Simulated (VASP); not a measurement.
Write the native input for VASP 6.6.1 that does the following.

* Task: single point
* Functional: r2SCAN
* Potentials or basis: VASP PAW PBE potentials, release 64 (Al)
* Cutoff: 520 eV
* k mesh: 22 × 22 × 22
* Occupations: gaussian, width 0.2 eV
* Spin: no spin polarisation
* Dipole correction: no
* Further INCAR settings: ALGO = Normal; EDIFF = 1e-06; NBANDS = 8

The system is Al.

```
Al
1.0
     0.00000    2.33651    1.51873
     2.33651    0.00000    1.51873
     2.33651    2.33651    0.00000
Al
1
Cartesian
  0.0000 0.0000 0.0000
```

This cell differs from its parent crystal: ratio of the length along z to the lengths across it x 0.65, volume and fractional coordinates fixed.

The input as run:

POSCAR

```
Al
1.0
    0.0000000000      2.3365142344      1.5187342523
    2.3365142344      0.0000000000      1.5187342523
    2.3365142344      2.3365142344      0.0000000000
Al
1
Direct
    0.0000000000      0.0000000000      0.0000000000
```

INCAR.step1

```
SYSTEM = Al
PREC = Accurate
ENCUT = 520
ISMEAR = 0
SIGMA = 0.2
LREAL = .FALSE.
LASPH = .TRUE.
NELM = 100
NBANDS = 8
GGA = PE
ALGO = Normal
EDIFF = 1E-4
LWAVE = .TRUE.
LCHARG = .FALSE.
```

INCAR.step2

```
SYSTEM = Al
PREC = Accurate
ENCUT = 520
EDIFF = 1E-6
ISMEAR = 0
SIGMA = 0.2
LREAL = .FALSE.
LASPH = .TRUE.
NELM = 100
ALGO = Normal
ISIF = 2
LWAVE = .FALSE.
LCHARG = .TRUE.
METAGGA = R2SCAN
LMIXTAU = .TRUE.
LELF = .TRUE.
LVHAR = .TRUE.
NBANDS = 8
ISTART = 1
```

KPOINTS

```
Automatic mesh
0
G
  22 22 22
  0 0 0
```

Potentials or basis: VASP PAW PBE potentials, release 64 (Al).

Run with:

```bash
$ cat potpaw_PBE.64/Al/POTCAR > POTCAR
$ cp INCAR.step1 INCAR
$ mpirun -np 1 vasp_std > vasp.out
$ cp INCAR.step2 INCAR
$ mpirun -np 1 vasp_std > vasp.out
```

It gave:

The pressure is -2.1 GPa. The band gap on the k mesh is zero (an odd number of electrons rules out a gap without spin polarisation).

Caveat: the PAW data sets were made with another functional, which shifts forces and pressure a little.

Wall time 2.9 min on 1 thread of Intel(R) Xeon(R) 6975P-C (Granite Rapids) (shared host), peak memory 0.22 GiB.
